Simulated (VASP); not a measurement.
A run of VASP 6.6.1 is set up as follows.

File INCAR:

```
PREC = Accurate ; ENCUT = 500
EDIFF = 1E-6 ; ISMEAR = 0
SIGMA = 0.1 ; LREAL = F
LASPH = T ; NELM = 120
ALGO = Normal ; ISIF = 2
LWAVE = F ; LCHARG = F
GGA = PE ; NBANDS = 13
GGA_COMPAT = F
```

File KPOINTS:

```
regular mesh
0
Gamma
  8 8 8
```

POSCAR

```
Sn
1.0
    0.0000000000      1.8670867950      1.8670867950
    1.8670867950      0.0000000000      1.8670867950
    1.8670867950      1.8670867950      0.0000000000
Sn
1
Direct
    0.0000000000      0.0000000000      0.0000000000
```

Potentials or basis: VASP PAW PBE potentials, release 64 (Sn_d).

Run with:

```sh
$ cat potpaw_PBE.64/Sn_d/POTCAR > POTCAR
$ mpirun -np 1 vasp_std > vasp.out
```

Q: Estimate the pressure.

A: 224.0 GPa.

Q: Estimate the band gap on the k mesh.

A: Zero (band 7 reaches 30.91 eV, above the bottom of band 8 at 18.08 eV).

Caveat: the k points lie up to 0.36 Å⁻¹ apart; spin-orbit coupling is left out, which moves the levels of the heavy elements.
